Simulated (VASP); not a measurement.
Crystal: Al2Pt.

```
CELL_PARAMETERS angstrom
0.00000 2.89468 2.89468
2.89468 0.00000 2.89468
2.89468 2.89468 0.00000
ATOMIC_POSITIONS crystal
Al 0.25000 0.25000 0.25000
Al 0.75000 0.75000 0.75000
Pt 0.00000 0.00000 0.00000
```

| Item | Value |
| --- | --- |
| Program | VASP 6.6.1 |
| Task | relaxation of cell and atoms |
| Functional | r2SCAN |
| Potentials or basis | VASP PAW PBE potentials, release 64 (Al, Pt) |
| Cutoff | 600 eV |
| k mesh | 10 × 10 × 10 |
| Occupations | fermi-dirac, width 0.05 eV |
| Spin | no spin polarisation |

At the start: pressure 9.3 GPa; volume 16.17 Å³/atom.

Question: Where does the relaxation end?

Answer: Over 16 steps the energy falls by 26.0 meV/atom and the volume is 17.12 Å³/atom (+5.9 %); space group Fm-3m (No. 225, to 0.05 Å).

Step by step:
| step | energy change (eV) | largest force (eV/Å) | pressure (GPa) | volume (Å³) |
| --- | --- | --- | --- | --- |
| 1 | 0.0000 | 0.0000 | 9.28 | 48.51 |
| 2 | 0.0450 | 0.0000 | -9.12 | 55.39 |
| 3 | -0.0781 | 0.0000 | -0.09 | 51.40 |
| 4 | -0.0781 | 0.0000 | 0.07 | 51.34 |
| 5 | -0.0781 | 0.0000 | 0.07 | 51.34 |
| 6 | -0.0781 | 0.0000 | 0.07 | 51.35 |
| 7 | -0.0781 | 0.0000 | 0.07 | 51.35 |
| 8 | -0.0781 | 0.0000 | 0.07 | 51.35 |
| 9 | -0.0781 | 0.0000 | 0.07 | 51.35 |
| 10 | -0.0781 | 0.0000 | 0.07 | 51.35 |
| 11 | -0.0781 | 0.0000 | 0.07 | 51.35 |
| 12 | -0.0781 | 0.0000 | 0.06 | 51.35 |
| 13 | -0.0781 | 0.0000 | 0.06 | 51.35 |
| 14 | -0.0781 | 0.0000 | 0.06 | 51.35 |
| 15 | -0.0781 | 0.0000 | 0.05 | 51.35 |
| 16 | -0.0781 | 0.0000 | 0.04 | 51.35 |

Final structure:
```yaml
crystal:
  lattice:
    - [0.00000, 2.95017, 2.95017]
    - [2.95017, 0.00000, 2.95017]
    - [2.95017, 2.95017, 0.00000]
  atoms:
    - { symbol: Al, position: [0.25000, 0.25000, 0.25000] }
    - { symbol: Al, position: [0.75000, 0.75000, 0.75000] }
    - { symbol: Pt, position: [0.00000, 0.00000, 0.00000] }
```

Caveat: the PAW data sets were made with another functional, which shifts forces and pressure a little.
